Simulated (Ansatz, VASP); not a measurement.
# SnO2 in VASP and in Ansatz

```xyz
3
Lattice="1.6171 0.9336 4.8006 -1.6171 0.9336 4.8006 0.0000 -1.8673 4.8006" Properties=species:S:1:pos:R:3 pbc="T T T"
Sn    0.0000    0.0000    7.2009
O     0.0000    0.0000    3.4157
O     0.0000    0.0000   10.9861
```

Alike in both runs: task single point; functional PBEsol; k mesh 6 × 6 × 6; no spin polarisation.

|  | VASP | Ansatz |
| --- | --- | --- |
| version | VASP 6.6.1 | Ansatz 0.2.0 |
| potentials or method | VASP PAW PBE potentials, release 64 (Sn_d, O_h), cutoff 910 eV | plane waves, PAW |
| occupations | gaussian, width 0.01 eV | fixed |
| valence electrons in the cell | 26 | 26 |

|  | VASP | Ansatz | Ansatz less VASP |
| --- | --- | --- | --- |
| rms of the force components (eV/Å) | 0.162 | 0.188 | +0.0256 |

VASP's potentials were made for PBE, not for PBEsol. Atom by atom the forces differ by 0.026 eV/Å (rms over components).

Noted on VASP's run: the cutoff is under 1.25 times that of the potentials, so the pressure is a little rough.
